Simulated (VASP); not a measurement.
A run of VASP 6.6.1:

The input POSCAR:

```
W
1.0
   -1.5415532896      1.5415532896      1.5415532896
    1.5415532896     -1.5415532896      1.5415532896
    1.5415532896      1.5415532896     -1.5415532896
W
1
Direct
    0.0000000000      0.0000000000      0.0000000000
```

INCAR.step1

```
  PREC = Accurate
  ENCUT = 520
  EDIFF = 1E-5
  ISMEAR = -1
  SIGMA = 0.1
  LREAL = F
  LASPH = T
  NELM = 80
  ALGO = Normal
  ISIF = 2
  LWAVE = T
  LCHARG = F
  NBANDS = 13
  GGA = PE
```

Contents of INCAR.step2:

```
  PREC = Accurate
  ENCUT = 520
  EDIFF = 1E-6
  ISMEAR = -1
  SIGMA = 0.1
  LREAL = F
  LASPH = T
  NELM = 80
  ALGO = Normal
  ISIF = 2
  LWAVE = F
  LCHARG = F
  GGA = PE
  LHFCALC = T
  HFSCREEN = 0.2079
  PRECFOCK = Normal
  NBANDS = 13
  ISTART = 1
```

KPOINTS

```
regular mesh
0
Gamma
  6 6 6
```

Potentials or basis: VASP PAW PBE potentials, release 64 (W_sv).

Launch:

```console
$ cat potpaw_PBE.64/W_sv/POTCAR > POTCAR
$ cp INCAR.step1 INCAR
$ mpirun -np 1 vasp_std > vasp.out
$ cp INCAR.step2 INCAR
$ mpirun -np 1 vasp_std > vasp.out
```

Hardware: 1 thread of Intel(R) Xeon(R) Platinum 8488C (Sapphire Rapids), on a shared host.

**Question.** How long does it take, and how much memory?

**Answer.** Run time: 6.3 min on 1 thread of Intel(R) Xeon(R) Platinum 8488C (Sapphire Rapids) (shared host), peak memory 0.23 GiB. Counts: k points 16.
